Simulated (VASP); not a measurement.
Set up this calculation in VASP 6.6.1, as the native input.

* Task: single point
* Functional: PBEsol
* Potentials or basis: VASP PAW PBE potentials, release 64 (Li_sv)
* Cutoff: 520 eV
* k mesh: 20 × 20 × 20
* Occupations: gaussian, width 0.15 eV
* Spin: no spin polarisation
* Dipole correction: no
* Further INCAR settings: ALGO = Normal; EDIFF = 1e-07; NBANDS = 8

The structure of Li lies in POSCAR:

```
Li
1.0
   -1.8025000000      1.7500000000      1.7500000000
    1.8025000000     -1.7500000000      1.7500000000
    1.8025000000      1.7500000000     -1.7500000000
Li
1
Direct
    0.0000000000      0.0000000000      0.0000000000
```

This cell differs from its parent crystal: strain +0.0300 x Voigt [1, 0, 0, 0, 0, 0].

One way to write it, as run:

INCAR

```
SYSTEM = Li
ALGO = Normal ; EDIFF = 1E-7
ENCUT = 520 ; GGA = PS
ISIF = 2 ; ISMEAR = 0
LASPH = .True. ; LCHARG = .False.
LREAL = .False. ; LWAVE = .False.
NBANDS = 8 ; NELM = 100
PREC = Accurate ; SIGMA = 0.15
```

KPOINTS

```
k-points
0
Gamma
  20 20 20
  0 0 0
```

Potentials or basis: VASP PAW PBE potentials, release 64 (Li_sv).

The run is started by

```sh
$ cat potpaw_PBE.64/Li_sv/POTCAR > POTCAR
$ mpirun -np 1 vasp_std > vasp.out
```

Wall time 22 s on 1 thread of Intel(R) Xeon(R) 6975P-C (Granite Rapids), on a shared host, peak memory 0.19 GiB.
